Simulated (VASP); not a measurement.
WS2: single point with PBE

Crystal: WS2.

```
W S
1.0
     3.03019    0.00000    0.00000
     0.00000    3.03019    0.00000
     0.00000    0.00000    6.28170
W S
1 2
Direct
  0.00000 0.00000 0.00000
  0.50000 0.50000 0.28432
  0.50000 0.50000 0.71568
```

This cell differs from its parent crystal: volume scaled by 0.98.

| Item | Value |
| --- | --- |
| Program | VASP 6.6.1 |
| Task | single point |
| Functional | PBE |
| Potentials or basis | VASP PAW PBE potentials, release 64 (W_sv, S) |
| Cutoff | 520 eV |
| k mesh | 9 × 9 × 4 |
| Occupations | fermi-dirac, width 0.05 eV |
| Spin | no spin polarisation |
| Dipole correction | no |
| Further INCAR settings | ALGO = Normal; EDIFF = 1e-06; NBANDS = 20 |

| Item | Value |
| --- | --- |
| Pressure | -17.0 GPa |
| Largest force | 4.327 eV/Å |
| Band gap on the k mesh | zero (band 13 reaches 7.06 eV, above the bottom of band 14 at 5.98 eV) |

Forces in eV/Å, atoms in the order of the input:
```
W    0.000  0.000  0.000
S    0.000  0.000 -4.327
S    0.000  0.000  4.327
```

Stress tensor (GPa, compression positive):
```
-11.97   0.00   0.00
  0.00 -11.97   0.00
  0.00   0.00 -27.16
```

Levels at points of the mesh, in eV from the Fermi level:
| k point | band 10 | band 11 | band 12 | band 13 | band 14 | band 15 | band 16 | band 17 |
| --- | --- | --- | --- | --- | --- | --- | --- | --- |
| (0.00, 0.00, 0.00) | -1.42 | -1.42 | -0.79 | -0.45 | -0.45 | 2.01 | 3.36 | 3.36 |
| (0.00, 0.00, 0.50) | -1.66 | -1.66 | -0.07 | 0.08 | 0.08 | 2.02 | 2.82 | 2.82 |

Wall time 34 s on 1 thread of Intel(R) Xeon(R) Platinum 8259CL CPU @ 2.50GHz (Skylake/Cascade Lake), with other jobs on the host, peak memory 0.2 GiB.

Caveat: spin-orbit coupling is left out, which moves the levels of the heavy elements; forces of over 1 eV/Å act on the atoms, so gaps and moduli don't describe the material at rest.
